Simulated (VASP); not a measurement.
Wanted: the native input for a VASP 6.6.1 run.

* Task: electric field gradients
* Functional: PBEsol
* Potentials or basis: VASP PAW PBE potentials, release 64 (Mg, Mo_sv)
* Cutoff: 520 eV
* k mesh: 13 × 13 × 13
* Occupations: fermi-dirac, width 0.03 eV
* Spin: no spin polarisation
* Dipole correction: no
* Further INCAR settings: ALGO = Normal; EDIFF = 1e-08; NBANDS = 15

The structure of MgMo (L11 type) lies in POSCAR:

```
MgMo
1.0
    1.3915957845     -0.7846668373      4.8762299416
    0.0325129553      1.6256477651      4.8762299416
   -1.4241087398     -0.8409809278      4.8762299416
Mg Mo
1 1
Direct
    0.0000000000      0.0000000000      0.0000000000
    0.5000000000      0.5000000000      0.5000000000
```

This cell differs from its parent crystal: xy shear strain of +4 %.

One way to write it, as run:

INCAR

```
PREC = Accurate
ENCUT = 520
EDIFF = 1E-8
ISMEAR = -1
SIGMA = 0.03
LREAL = F
LASPH = T
NELM = 100
ALGO = Normal
ISIF = 2
LWAVE = F
LCHARG = F
GGA = PS
LEFG = T
NBANDS = 15
```

KPOINTS

```
Automatic mesh
0
Gamma
  13 13 13
```

Potentials or basis: VASP PAW PBE potentials, release 64 (Mg, Mo_sv).

Launch:

```console
$ cat potpaw_PBE.64/Mg/POTCAR potpaw_PBE.64/Mo_sv/POTCAR > POTCAR
$ mpirun -np 1 vasp_std > vasp.out
```

It gave:

The pressure is 0.4 GPa and the band gap on the k mesh is zero (band 8 reaches 8.56 eV, above the bottom of band 9 at 6.82 eV).

Caveat: the cell differs from its parent crystal (xy shear strain of +4 %); without QUAD_EFG the Cq values of the log hold for a quadrupole moment of 1 mb, not for the nuclei; the PAW data sets were made with another functional, which shifts forces and pressure a little.

It took 24 min on 1 thread of Intel(R) Xeon(R) Platinum 8259CL CPU @ 2.50GHz (Skylake/Cascade Lake), on a shared host, peak memory 0.73 GiB.
